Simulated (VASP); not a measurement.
# TaH4 (P4_2/nmc) in VASP: relaxation of cell and atoms with PBE

Aim: the relaxation of cell and atoms of TaH4 with PBE.

All numbers are computed with VASP 6.6.1; they aren't measurements. Logs are shortened: lines on timing, memory, paths and dates and some standing lists are left out, and cuts for length are marked.

## 1. The cell of the first run

Symmetry: P4_2/nmc, No. 137, tetragonal system. The conventional cell has a = 3.898 Å, b = 3.898 Å, c = 7.427 Å, α = 90.00°, β = 90.00°, γ = 90.00°. Ta (site symmetry -4m2) has 8 H at 1.96 to 2.32 Å within 2.6 Å. Within 1.4 Å of H (site symmetry 2mm) lie 1 H at 1.04 Å. Within 1.4 Å of H (site symmetry 2mm) lie 1 H at 1.04 Å.

The cell was generated, and may not be a known phase.

## 2. Relaxation of cell and atoms, PBE

INCAR

```
ALGO = Normal
EDIFF = 1E-6
EDIFFG = -0.08
ENCUT = 600
GGA = PE
IBRION = 2
ISIF = 3
ISMEAR = 0
LASPH = True
LCHARG = False
LREAL = False
LWAVE = False
NELM = 60
NSW = 36
PREC = Accurate
SIGMA = 0.15
```

KPOINTS

```
k-points
0
Gamma
  3 3 2
```

POSCAR

```
TaH4
1.0
    3.8979147400      0.0000000000      0.0000000000
    0.0000000000      3.8979147400      0.0000000000
    0.0000000000      0.0000000000      7.4272120500
Ta H
2 8
Direct
    0.0000000000      0.0000000000      0.0000000000
    0.5000000000      0.5000000000      0.5000000000
    0.0000000000      0.5000000000      0.9696689400
    0.0000000000      0.5000000000      0.4696689400
    0.5000000000      0.0000000000      0.5303310600
    0.5000000000      0.0000000000      0.0303310600
    0.0000000000      0.5000000000      0.3302067300
    0.0000000000      0.5000000000      0.8302067300
    0.5000000000      0.0000000000      0.1697932700
    0.5000000000      0.0000000000      0.6697932700
```

Potentials or basis: VASP PAW PBE potentials, release 64 (Ta_pv, H).

Launch:

```sh
> cat potpaw_PBE.64/Ta_pv/POTCAR potpaw_PBE.64/H/POTCAR > POTCAR
> mpirun -np 1 vasp_std > vasp.out
```

OUTCAR:

```text
EDIFF = 1E-6
   EDIFFG = -0.08
   ENCUT = 600
   GGA = PE
   IBRION = 2
   ISIF = 3
   ISMEAR = 0
   LASPH = True
   LREAL = False
   NELM = 60
   NSW = 36
   PREC = Accurate

 ion  position               nearest neighbor table
   1  0.000  0.000  0.000-   3 1.96   6 1.96   3 1.96   6 1.96
   2  0.500  0.500  0.500-   4 1.96   5 1.96   5 1.96   4 1.96
   3  0.000  0.500  0.970-   1 1.96   1 1.96
   4  0.000  0.500  0.470-   2 1.96   2 1.96
   5  0.500  0.000  0.530-   2 1.96   2 1.96
   6  0.500  0.000  0.030-   1 1.96   1 1.96
   7  0.000  0.500  0.330-
   8  0.000  0.500  0.830-
   9  0.500  0.000  0.170-
  10  0.500  0.000  0.670-

  LATTYP: Found a simple tetragonal cell.
 ALAT       =     3.8979147400
 C/A-ratio  =     1.9054321465

  Lattice vectors:

 A1 = (   3.8979147400,   0.0000000000,   0.0000000000)
 A2 = (   0.0000000000,   3.8979147400,   0.0000000000)
 A3 = (   0.0000000000,   0.0000000000,   7.4272120500)

Analysis of symmetry for initial positions (statically):
=====================================================================
 Subroutine PRICEL returns:
 Original cell was already a primitive cell.

 Routine SETGRP: Setting up the symmetry group for a
 simple tetragonal supercell.

 Subroutine GETGRP returns: Found 16 space group operations
 (whereof  8 operations were pure point group operations)
 out of a pool of 16 trial point group operations.

The static configuration has the point symmetry D_2d.
 The point group associated with its full space group is D_4h.

Analysis of symmetry for dynamics (positions and initial velocities):
=====================================================================
 Subroutine PRICEL returns:
 Original cell was already a primitive cell.

 Routine SETGRP: Setting up the symmetry group for a
 simple tetragonal supercell.

 Subroutine GETGRP returns: Found 16 space group operations
 (whereof  8 operations were pure point group operations)
 out of a pool of 16 trial point group operations.

The dynamic configuration has the point symmetry D_2d.
 The point group associated with its full space group is D_4h.

 Subroutine INISYM returns: Found 16 space group operations
 (whereof  8 operations are pure point group operations),
 and found     1 'primitive' translations

----------------------------------------------------------------------------------------

                                     Primitive cell

  volume of cell :     112.8471

  direct lattice vectors                    reciprocal lattice vectors
     3.897914740  0.000000000  0.000000000     0.256547428  0.000000000  0.000000000
     0.000000000  3.897914740  0.000000000     0.000000000  0.256547428  0.000000000
     0.000000000  0.000000000  7.427212050     0.000000000  0.000000000  0.134640023

  length of vectors
     3.897914740  3.897914740  7.427212050     0.256547428  0.256547428  0.134640023

  position of ions in fractional coordinates (direct lattice)
     0.000000000  0.000000000  0.000000000
     0.500000000  0.500000000  0.500000000
     0.000000000  0.500000000  0.969668940
     0.000000000  0.500000000  0.469668940
     0.500000000  0.000000000  0.530331060
     0.500000000  0.000000000  0.030331060
     0.000000000  0.500000000  0.330206730
     0.000000000  0.500000000  0.830206730
     0.500000000  0.000000000  0.169793270
     0.500000000  0.000000000  0.669793270

  ion indices of the primitive-cell ions
   primitive index   ion index
                 1           1
                 2           2
                 3           3
                 4           4
                 5           5
                 6           6
                 7           7
                 8           8
                 9           9
                10          10

----------------------------------------------------------------------------------------

 KPOINTS: k-points

Automatic generation of k-mesh.
 Grid dimensions read from file:
 generate k-points for:    3    3    2

 Generating k-lattice:

  Cartesian coordinates                     Fractional coordinates (reciprocal lattice)
     0.085515809  0.000000000  0.000000000     0.333333333  0.000000000  0.000000000
     0.000000000  0.085515809  0.000000000     0.000000000  0.333333333  0.000000000
     0.000000000  0.000000000  0.067320011     0.000000000  0.000000000  0.500000000

  Length of vectors
     0.085515809  0.085515809  0.067320011

  Shift w.r.t. Gamma in fractional coordinates (k-lattice)
     0.000000000  0.000000000  0.000000000

 Subroutine IBZKPT returns following result:
 ===========================================

 Found      6 irreducible k-points:

 Following reciprocal coordinates:
            Coordinates               Weight
  0.000000  0.000000  0.000000      1.000000
  0.333333  0.000000  0.000000      4.000000
  0.333333  0.333333  0.000000      4.000000
  0.000000  0.000000  0.500000      1.000000
  0.333333  0.000000  0.500000      4.000000
  0.333333  0.333333  0.500000      4.000000
   k-points           NKPTS =      6   k-points in BZ     NKDIM =      6   number of bands    NBANDS=     21
   number of dos      NEDOS =    301   number of ions     NIONS =     10
   total plane-waves  NPLWV =  61440
   dimension x,y,z NGX =    32 NGY =   32 NGZ =   60
   dimension x,y,z NGXF=    64 NGYF=   64 NGZF=  120
   ions per type =               2   8
   NGX,Y,Z   is equivalent  to a cutoff of  13.65, 13.65, 13.43 a.u.
   NGXF,Y,Z  is equivalent  to a cutoff of  27.30, 27.30, 26.86 a.u.
 SYSTEM =  unknown system
   PREC   = accura    normal or accurate (medium, high low for compatibility)
   ISTART =      0    job   : 0-new  1-cont  2-samecut
   ICHARG =      2    charge: 1-file 2-atom 10-const
   ISPIN  =      1    spin polarized calculation?
   LNONCOLLINEAR =      F non collinear calculations
   LSORBIT =      F    spin-orbit coupling
   LASPH  =      T    aspherical Exc in radial PAW
   ENCUT  =  600.0 eV  44.10 Ry    6.64 a.u.   7.79  7.79 14.83*2*pi/ulx,y,z
   NELM   =     60;   NELMIN=  2; NELMDL= -5     # of ELM steps
   EDIFF  = 0.1E-05   stopping-criterion for ELM
   LREAL  =      F    real-space projection
   EDIFFG = -.8E-01   stopping-criterion for IOM
   NSW    =     36    number of steps for IOM
   IBRION =      2    ionic relax: 0-MD 1-quasi-New 2-CG
   NFREE  =      1    steps in history (QN), initial steepest desc. (CG)
   ISIF   =      3    stress and relaxation
   ISYM   =      2    0-nonsym 1-usesym 2-fastsym
   POTIM  = 0.5000    time-step for ionic-motion
   TEBEG  =    0.0;   TEEND  =   0.0 temperature during run
   PSTRESS=    0.0 pullay stress
   NELECT =      30.0000    total number of electrons
   NUPDOWN=      -1.0000    fix difference up-down
   EMIN   =  10.00;   EMAX   =-10.00  energy-range for DOS
   EFERMI =   0.00;   METHOD = LEGACY
   ISMEAR =     0;   SIGMA  =   0.15  broadening in eV -4-tet -1-fermi 0-gaus
   EFERMI_NEDOS =   21; number of points for ismear=-14 and -15
   IALGO  =     38    algorithm
   IMIX   =      4    mixing-type and parameters
     AMIX     =   0.40;   BMIX     =  1.00
     AMIX_MAG =   1.60;   BMIX_MAG =  1.00
  volume/ion in A,a.u.               =      11.28        76.15
  Fermi-wavevector in a.u.,A,eV,Ry     =   1.052653  1.989225 15.076311  1.108078
  Thomas-Fermi vector in A             =   2.187744
   LORBIT       =      0    0 simple, 1 ext, 2 COOP (PROOUT), +10 PAW based schemes
   GGA     = PE    functional components
   LHFCALC =     F    Hartree Fock is set to
   AEXX    =    0.0000 exact exchange contribution
   IVDW    =     0    specifies the selected vdW correction
   LEPSILON=     F    determine dielectric tensor
   LRPA    =     F    only Hartree local field effects (RPA)
 conjugate gradient relaxation of ions
 non-spin polarized calculation
 Gauss-broadening in eV      SIGMA  =   0.15
  energy-cutoff  :      600.00
  volume of cell :      112.85
 maximum number of plane-waves:      3781
 NGX is ok and might be reduce to    32
   NGX = 15   NGY = 15   NGZ = 29

--------------------------------------- Ionic step        1  -------------------------------------------

 number of electron      30.0000005 magnetization

 Free energy of the ion-electron system (eV)
  ---------------------------------------------------
  ext. energy  EPLUGINS =         0.00000000
  ---------------------------------------------------
  free energy    TOTEN  =       -40.25276375 eV

  energy without entropy =      -40.18431619  energy(sigma->0) =      -40.21853997

------------------------ aborting loop because EDIFF is reached ----------------------------------------

  FORCE on cell =-STRESS in cart. coord.  units (eV):
  Direction    XX          YY          ZZ          XY          YZ          ZX
  --------------------------------------------------------------------------------------
  -------------------------------------------------------------------------------------
  Total      -13.3488597    -13.3488597     -5.4420602      0.0000000      0.0000000      0.0000000
  in kB     -189.5240193   -189.5240193    -77.2651109      0.0000000      0.0000000      0.0000000
  external PRESSURE =    -152.1043832 kB  Pullay stress =       0.0000000 kB
[... 113 lines left out ...]
  FREE ENERGIE OF THE ION-ELECTRON SYSTEM (eV)
  ---------------------------------------------------
  free  energy   TOTEN  =       -42.6574947748 eV

  energy  without entropy=      -42.6282934842  energy(sigma->0) =      -42.64289413

 E-fermi :   1.9788     XC(G=0): -10.0452

 val. band max:        1.8953601720   @ k =   0.0000   0.0000   0.5000
 cond. band min:       2.1997038027   @ k =   0.3333   0.0000   0.5000
 fundamental gap:      0.3043436306
 Fermi energy:         1.9787797505

 k-point     1 :       0.0000    0.0000    0.0000
  band No.  band energies     occupation
      1     -33.1783      2.00000
      2     -33.1673      2.00000
      3     -32.6497      2.00000
      4     -32.6497      2.00000
      5     -32.6489      2.00000
      6     -32.6489      2.00000
[... 118 lines left out ...]
      5     -32.9327      2.00000
      6     -32.9327      2.00000
[... 13 lines left out ...]
     20       6.9104      0.00000
     21       7.3044      0.00000

[... ionic steps 4 to 27 ...]

--------------------------------------- Ionic step       28  -------------------------------------------

 number of electron      30.0000008 magnetization

------------------------ aborting loop because EDIFF is reached ----------------------------------------

  FORCE on cell =-STRESS in cart. coord.  units (eV):
  Direction    XX          YY          ZZ          XY          YZ          ZX
  --------------------------------------------------------------------------------------
  -------------------------------------------------------------------------------------
  Total        0.6054367      0.6054367      0.1402537      0.0000000     -0.0000000      0.0000000
  in kB       10.8169746     10.8169746      2.5058295      0.0000000     -0.0000000      0.0000000
  external PRESSURE =       8.0465929 kB  Pullay stress =       0.0000000 kB
[... 73 lines left out ...]
  energy  without entropy=      -49.2170377082  energy(sigma->0) =      -49.23175406

--------------------------------------- Ionic step       30  -------------------------------------------

 number of electron      30.0000007 magnetization

 Free energy of the ion-electron system (eV)
  ---------------------------------------------------
  ext. energy  EPLUGINS =         0.00000000
  ---------------------------------------------------
  free energy    TOTEN  =       -49.26128997 eV

  energy without entropy =      -49.23253794  energy(sigma->0) =      -49.24691396

 E-fermi :   0.5469     XC(G=0):  -9.3780

 val. band max:        0.0211373505   @ k =   0.0000   0.0000   0.0000
 cond. band min:       0.5766332682   @ k =   0.3333   0.0000   0.0000
 fundamental gap:      0.5554959177
 Fermi energy:         0.5468996166

 k-point     1 :       0.0000    0.0000    0.0000
  band No.  band energies     occupation
      1     -34.1056      2.00000
      2     -34.1047      2.00000
      3     -33.4892      2.00000
      4     -33.4892      2.00000
      5     -33.4892      2.00000
      6     -33.4892      2.00000
[... 170 lines left out ...]
  FREE ENERGIE OF THE ION-ELECTRON SYSTEM (eV)
  ---------------------------------------------------
  free  energy   TOTEN  =       -49.2612899716 eV

  energy  without entropy=      -49.2325379397  energy(sigma->0) =      -49.24691396

 reached required accuracy - stopping structural energy minimisation
```

It took 3.3 min on 1 thread of Intel Xeon 6975P-C (Granite Rapids), shared host; peak memory 0.25 GiB.

What came out:

```yaml
Free_energy: -49.2613 eV
Relaxed_volume: 9.04 Å³/atom
Relaxed_cell: a = 3.011 Å, b = 3.011 Å, c = 9.968 Å, α = 90.00°, β = 90.00°, γ = 90.00°
Space_group_after_relaxing_to_0.1_Å: I4/mmm (No. 139)
Energy_gained_by_relaxing: 900.9 meV/atom
Ionic_steps: 30
Pressure_after_relaxing: 0.3 GPa
Largest_force_after_relaxing: 0.044 eV/Å
Band_gap_on_the_k_mesh: zero (bands 15 and 16 overlap by 2.92 eV)
```

Forces on the atoms (eV/Å):
```
Ta   0.000  0.000  0.000
Ta   0.000  0.000  0.000
H    0.000  0.000 -0.015
H    0.000  0.000 -0.015
H    0.000  0.000  0.015
H    0.000  0.000  0.015
H    0.000  0.000 -0.044
H    0.000  0.000 -0.044
H    0.000  0.000  0.044
H    0.000  0.000  0.044
```

Stress tensor (GPa, compression positive):
```
0.12 0.00 0.00
0.00 0.12 0.00
0.00 0.00 0.66
```

Step by step:
| step | energy change (eV) | largest force (eV/Å) | pressure (GPa) | volume (Å³) |
| --- | --- | --- | --- | --- |
| 1 | 0.0000 | 0.8191 | -15.21 | 112.85 |
| 2 | -1.7426 | 1.1724 | -9.86 | 96.19 |
| 3 | -2.4047 | 1.3831 | 0.11 | 84.59 |
| 4 | -2.4202 | 1.4340 | 4.37 | 81.49 |
| 5 | -3.1239 | 1.3843 | 6.63 | 78.63 |
| 6 | -3.9094 | 1.0623 | 18.00 | 70.44 |
| 7 | -4.4369 | 1.0715 | 8.42 | 73.13 |
| 8 | -4.5588 | 1.2689 | 1.69 | 75.48 |
| 9 | -4.7656 | 1.2087 | 0.77 | 76.07 |
| 10 | -5.3182 | 0.9434 | -1.41 | 77.86 |
| 11 | -5.9107 | 0.5797 | -3.64 | 81.52 |
| 12 | -6.1356 | 0.6400 | -2.24 | 81.42 |
| 13 | -6.7073 | 0.7820 | 2.14 | 81.00 |
| 14 | -7.1325 | 1.3589 | 14.03 | 79.62 |
| 15 | -7.4153 | 1.2940 | 13.07 | 80.92 |
| 16 | -8.1074 | 1.0597 | 10.39 | 84.61 |
| 17 | -8.4062 | 1.0296 | 6.31 | 91.08 |
| 18 | -8.5580 | 0.8896 | 7.48 | 88.57 |
| 19 | -8.5605 | 0.9108 | 7.11 | 89.23 |
| 20 | -8.6917 | 0.6771 | 3.65 | 90.74 |
| 21 | -8.7619 | 0.3315 | -1.62 | 93.41 |
| 22 | -8.7631 | 0.3684 | -1.08 | 93.09 |
| 23 | -8.8128 | 0.3232 | -1.11 | 92.87 |
| 24 | -8.9225 | 0.1787 | -1.31 | 92.17 |
| 25 | -8.9405 | 0.3698 | -1.92 | 90.63 |
| 26 | -8.9684 | 0.2498 | -1.66 | 91.37 |
| 27 | -8.9848 | 0.1154 | 0.77 | 89.71 |
| 28 | -8.9848 | 0.1129 | 0.80 | 89.68 |
| 29 | -8.9937 | 0.0856 | 0.68 | 89.85 |
| 30 | -9.0085 | 0.0436 | 0.30 | 90.38 |

Final structure:
```xyz
10
Lattice="3.0112 0.0000 0.0000 0.0000 3.0112 0.0000 0.0000 0.0000 9.9676" Properties=species:S:1:pos:R:3 pbc="T T T"
Ta    0.0000    0.0000    0.0000
Ta    1.5056    1.5056    4.9838
H     0.0000    1.5056    1.2002
H     0.0000    1.5056    6.1840
H     1.5056    0.0000    3.7836
H     1.5056    0.0000    8.7674
H     0.0000    1.5056    3.8232
H     0.0000    1.5056    8.8071
H     1.5056    0.0000    1.1606
H     1.5056    0.0000    6.1444
```

Caveat: the k points lie up to 0.70 Å⁻¹ apart in the final cell, too coarse for converged energies and pressures of a metal; the volume moved by over 15 % at a fixed basis, so the end points are rough; spin-orbit coupling is left out, which moves the levels of the heavy elements; the relaxation stopped at a loose force limit of 0.08 eV/Å, so its end isn't a converged minimum.

The gap in the log of VASP goes by the Fermi energy; the results here count the filled bands.